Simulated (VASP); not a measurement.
A run of VASP 6.6.1 is set up as follows.

The input INCAR:

```
PREC = Accurate ; ENCUT = 600
EDIFF = 1E-6 ; ISMEAR = 0
SIGMA = 0.02 ; LREAL = F
LASPH = T ; NELM = 120
ALGO = Normal ; ISIF = 2
LWAVE = F ; LCHARG = F
GGA = PE ; NBANDS = 11
GGA_COMPAT = F
```

File KPOINTS:

```
Automatic mesh
0
Gamma
  8 8 8
```

The input POSCAR:

```
BeS
1.0
    0.0000000000      2.4622053104      2.4622053104
    2.4622053104      0.0000000000      2.4622053104
    2.4622053104      2.4622053104      0.0000000000
Be S
1 1
Direct
    0.5000000000      0.5000000000      0.5000000000
    0.2500000000      0.2500000000      0.2500000000
```

Potentials or basis: VASP PAW PBE potentials, release 64 (Be, S).

Command:

```sh
$ cat potpaw_PBE.64/Be/POTCAR potpaw_PBE.64/S/POTCAR > POTCAR
$ mpirun -np 1 vasp_std > vasp.out
```

Q: Predict the pressure.

A: -2.6 GPa.

Q: Estimate the band gap on the k mesh.

A: 3.21 eV, indirect (least direct gap 5.51 eV).

 A k mesh can miss the band edges.
